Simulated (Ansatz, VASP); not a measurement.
# SnTe in VASP and in Ansatz

```
Sn Te
1.0
     0.00000    3.19804    3.19804
     3.19804    0.00000    3.19804
     3.19804    3.19804    0.00000
Sn Te
1 1
Direct
  0.00000 0.00000 0.00000
  0.50000 0.50000 0.50000
```

Change from the starting cell: volume scaled by 1.04, crystal datasets.

Alike in both runs: task electric field gradients; functional PBE; k mesh 11 × 11 × 11; occupations fermi-dirac, width 0.08 eV; no spin polarisation.

|  | VASP | Ansatz |
| --- | --- | --- |
| version | VASP 6.6.1 | Ansatz 0.2.0 |
| potentials or method | VASP PAW PBE potentials, release 64 (Sn_d, Te), cutoff 520 eV | all-electron PAW with datasets made for the crystal, scalar-relativistic |

Ansatz gave:

```
pressure (GPa) : 0.3
```

Problem. Which values does VASP return?

Solution. Pressure (GPa): 0.2.

Ansatz ran all-electron here, and VASP with PAW potentials.

Spin-orbit coupling is off throughout.
